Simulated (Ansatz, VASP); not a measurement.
# One calculation of Zn2S, two programs

The input INCAR:

```
ALGO = Normal ; EDIFF = 1E-7
EDIFFG = -0.04 ; ENCUT = 600
GGA = PE ; IBRION = 2
ISIF = 3 ; ISMEAR = 0
LASPH = True ; LCHARG = False
LREAL = False ; LWAVE = False
NELM = 100 ; NSW = 90
PREC = Accurate ; SIGMA = 0.1
```

KPOINTS

```
k-points
0
Gamma
  6 6 2
```

POSCAR

```
Zn2S
1.0
    3.5749118935      0.0000000000      0.0000000000
    0.0000000000      3.5749118935      0.0000000000
    0.0000000000      0.0000000000      8.7555934773
Zn S
4 2
Direct
    0.0000000000      0.0000000000      0.0000000000
    0.5000000000      0.5000000000      0.0000000000
    0.5000000000      0.0000000000      0.3815120266
    0.0000000000      0.5000000000      0.6184879734
    0.5000000000      0.0000000000      0.6637924214
    0.0000000000      0.5000000000      0.3362075786
```

Input for Ansatz:

```yaml
crystal:
  lattice:
    - [3.5749118935, 0.0, 0.0]
    - [0.0, 3.5749118935, 0.0]
    - [0.0, 0.0, 8.7555934773]
  atoms:
    - { symbol: Zn, position: [0.0, 0.0, 0.0] }
    - { symbol: Zn, position: [0.5, 0.5, 0.0] }
    - { symbol: Zn, position: [0.5, 0.0, 0.3815120266] }
    - { symbol: Zn, position: [0.0, 0.5, 0.6184879734] }
    - { symbol: S, position: [0.5, 0.0, 0.6637924214] }
    - { symbol: S, position: [0.0, 0.5, 0.3362075786] }
basis:
  ecutwfc: 420
kpoints:
  mp_grid: { grid: [6, 6, 2] }
hamiltonian:
  xc: pbe
scf:
  occupations: { method: gaussian, width: 0.1 }
  lower_state_search: "off"
output:
  forces: true
  stress: true
  eigenvalues: true
relax:
  adjacent_minimum: "off"
  f_tol: 0.04
  max_steps: 70
  cell: { stress_tol: 0.4 }
```

Change from the starting cell: species swapped into the Cu2Sb type (P4/nmm, No. 129).

Alike in both runs: task relaxation of cell and atoms; functional PBE; k mesh 6 × 6 × 2; occupations gaussian, width 0.1 eV; no spin polarisation.

|  | VASP | Ansatz |
| --- | --- | --- |
| version | VASP 6.6.1 | Ansatz 0.2.0 |
| potentials or method | VASP PAW PBE potentials, release 64 (Zn, S), cutoff 600 eV | scalar-relativistic, plane waves, PAW |
| valence electrons in the cell | 60 | 60 |

VASP gave:

```
gap on the k mesh at the Fermi level, each at its own relaxed structure (eV) : none
relaxed volume (Å³/atom)                                                     : 18.20
relaxed cell length with the largest relative difference (Å)                 : 8.598
```

Task: What did Ansatz give for the same quantities?

Result: gap on the k mesh at the Fermi level, each at its own relaxed structure (eV): none; relaxed volume (Å³/atom): 18.06; relaxed cell length with the largest relative difference (Å): 8.545.

A gap of «none» marks a metal or a gap that the smearing closes.
